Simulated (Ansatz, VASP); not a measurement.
One calculation of TaN, two programs

```
Ta N
1.0
     3.05000    0.00000    0.00000
    -1.52500    2.64138    0.00000
     0.00000    0.00000    4.94000
Ta N
2 2
Direct
  0.33333 0.66667 0.00000
  0.66667 0.33333 0.50000
  0.33333 0.66667 0.38500
  0.66667 0.33333 0.88500
```

Alike in both runs: task single point; functional PBE; k mesh 9 × 9 × 4; occupations gaussian, width 0.1 eV; no spin polarisation.

|  | VASP | Ansatz |
| --- | --- | --- |
| version | VASP 6.6.1 | Ansatz 0.2.0 |
| potentials or method | VASP PAW PBE potentials, release 64 (Ta_pv, N), cutoff 520 eV | scalar-relativistic, plane waves, PAW |
| valence electrons in the cell | 32 | 36 |

```csv
,VASP,Ansatz,Ansatz less VASP
gap on the k mesh at the Fermi level (eV),none,none,-
rms of the force components (eV/Å),1.416,1.394,-0.0216
```

Atom by atom the forces differ by 0.022 eV/Å (rms over components). A gap of «none» marks a metal or a gap that the smearing closes. VASP's potentials hold 32 valence electrons a cell and Ansatz's 36, so a difference there can come from the potentials and not from the codes.

Neither program's run includes spin-orbit coupling.
